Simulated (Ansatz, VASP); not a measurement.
Two plane-wave programs on LiF

INCAR

```
PREC = Accurate
ENCUT = 600
EDIFF = 1E-7
ISMEAR = 0
SIGMA = 0.01
LREAL = False
LASPH = True
NELM = 80
ALGO = Normal
ISIF = 3
LWAVE = False
LCHARG = False
GGA = PS
IBRION = 2
NSW = 50
EDIFFG = -0.01
```

KPOINTS

```
Automatic mesh
0
Gamma
  7 7 7
```

The input POSCAR:

```
LiF
1.0
    0.0000000000      2.0140000000      2.0140000000
    2.0140000000      0.0000000000      2.0140000000
    2.0140000000      2.0140000000      0.0000000000
Li F
1 1
Direct
    0.0000000000      0.0000000000      0.0000000000
    0.5000000000      0.5000000000      0.5000000000
```

Input for Ansatz:

```yaml
crystal:
  lattice:
    - [0.0, 2.014, 2.014]
    - [2.014, 0.0, 2.014]
    - [2.014, 2.014, 0.0]
  atoms:
    - { symbol: Li, position: [0.0, 0.0, 0.0] }
    - { symbol: F, position: [0.5, 0.5, 0.5] }
basis:
  ecutwfc: 517.016338673772
kpoints:
  mp_grid:
    grid: [7, 7, 7]
hamiltonian:
  xc: pbesol
  dispersion: none
scf:
  max_iter: 60
  occupations:
    method: fixed
relax:
  max_steps: 30
  cell: {}
```

Alike in both runs: task relaxation of cell and atoms; functional PBEsol; k mesh 7 × 7 × 7; no spin polarisation.

|  | VASP | Ansatz |
| --- | --- | --- |
| version | VASP 6.6.1 | Ansatz 0.2.0 |
| potentials or method | VASP PAW PBE potentials, release 64 (Li_sv, F), cutoff 600 eV | plane waves, PAW |
| occupations | gaussian, width 0.01 eV | fixed |
| valence electrons in the cell | 10 | 10 |

Ansatz gave:

| Quantity | Value |
| --- | --- |
| relaxed volume (Å³/atom) | 8.04 |
| relaxed cell length with the largest relative difference (Å) | 2.833 |

Q: Which values does VASP return?

A: Relaxed volume (Å³/atom): 7.98; relaxed cell length with the largest relative difference (Å): 2.826.

VASP's potentials were made for PBE, not for PBEsol.

Noted on VASP's run: the cutoff is short for stress, so the pressure is rough.
